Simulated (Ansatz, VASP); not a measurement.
Given: the input of a run of VASP 6.6.1 on Sb.

POSCAR

```
Sb
1.0
    3.2015837161      0.0000000000      0.0000000000
    0.0000000000      3.2015837161      0.0000000000
    0.0000000000      0.0000000000      3.2015837161
Sb
1
Direct
    0.0000000000      0.0000000000      0.0000000000
```

File INCAR.step1:

```
SYSTEM = Sb
ALGO     = Normal         ! electronic algorithm
EDIFF    = 1E-4           ! SCF threshold, eV
ENCUT    = 520            ! plane-wave cutoff, eV
GGA      = PE             ! functional
ISMEAR   = -1             ! smearing method
LASPH    = .TRUE.         ! aspherical terms in the spheres
LCHARG   = .FALSE.        ! write CHGCAR
LREAL    = .FALSE.        ! projectors in reciprocal space
LWAVE    = .TRUE.         ! write WAVECAR
NBANDS   = 8              ! bands
NELM     = 60             ! most SCF steps
PREC     = Accurate       ! precision mode
SIGMA    = 0.05           ! smearing width, eV
```

Contents of INCAR.step2:

```
SYSTEM = Sb
ALGO     = Normal         ! electronic algorithm
EDIFF    = 1E-7           ! SCF threshold, eV
ENCUT    = 520            ! plane-wave cutoff, eV
ISIF     = 2              ! what is computed and relaxed
ISMEAR   = -1             ! smearing method
ISTART   = 1            
LASPH    = .TRUE.         ! aspherical terms in the spheres
LCHARG   = .TRUE.         ! write CHGCAR
LELF     = .TRUE.         ! ELF
LMIXTAU  = .TRUE.       
LREAL    = .FALSE.        ! projectors in reciprocal space
LVHAR    = .TRUE.       
LWAVE    = .FALSE.        ! write WAVECAR
METAGGA  = R2SCAN         ! meta-GGA
NBANDS   = 8              ! bands
NELM     = 60             ! most SCF steps
PREC     = Accurate       ! precision mode
SIGMA    = 0.05           ! smearing width, eV
```

Contents of KPOINTS:

```
k-points
0
G
  8 8 8
  0 0 0
```

Potentials or basis: VASP PAW PBE potentials, release 64 (Sb).

Launch:

```console
$ cat potpaw_PBE.64/Sb/POTCAR > POTCAR
$ cp INCAR.step1 INCAR
$ mpirun -np 1 vasp_std > vasp.out
$ cp INCAR.step2 INCAR
$ mpirun -np 1 vasp_std > vasp.out
```

Problem. Set up the same calculation for Ansatz 0.2.0. Potentials there: Ansatz PAW.

Solution. As run (the cutoff follows the program's own potentials):

input.yaml

```yaml
crystal:
  lattice:
    - [3.2015837161, 0.0, 0.0]
    - [0.0, 3.2015837161, 0.0]
    - [0.0, 0.0, 3.2015837161]
  atoms:
    - { symbol: Sb, position: [0.0, 0.0, 0.0] }
hamiltonian:
  xc: r2scan
  pseudopotentials: { kind: paw }
kpoints:
  mp_grid: { grid: [8, 8, 8] }
scf:
  occupations: { method: fermi_dirac, width: 0.05 }
output:
  forces: true
  stress: true
  eigenvalues: true
```

Potentials or basis: Ansatz PAW.

Launch:

```sh
$ ansatz run input.yaml --threads 2 --pin off --max-ram 5632MiB --backend cpu --events-out ev --progress --plain --runs-dir out
```

Both were run:

|  | VASP | Ansatz | Ansatz less VASP |
| --- | --- | --- | --- |
| gap on the k mesh at the Fermi level (eV) | none | none | - |
| pressure (GPa) | -5.0 | -5.0 | +0.03 |

VASP's potentials were made for PBE, not for r2SCAN. A gap of «none» marks a metal or a gap that the smearing closes. With one functional, cell and mesh, what is left measures potentials, basis and numerics. VASP's potentials hold 5 valence electrons a cell and Ansatz's 15, so a difference there can come from the potentials and not from the codes.

Spin-orbit coupling is off throughout.
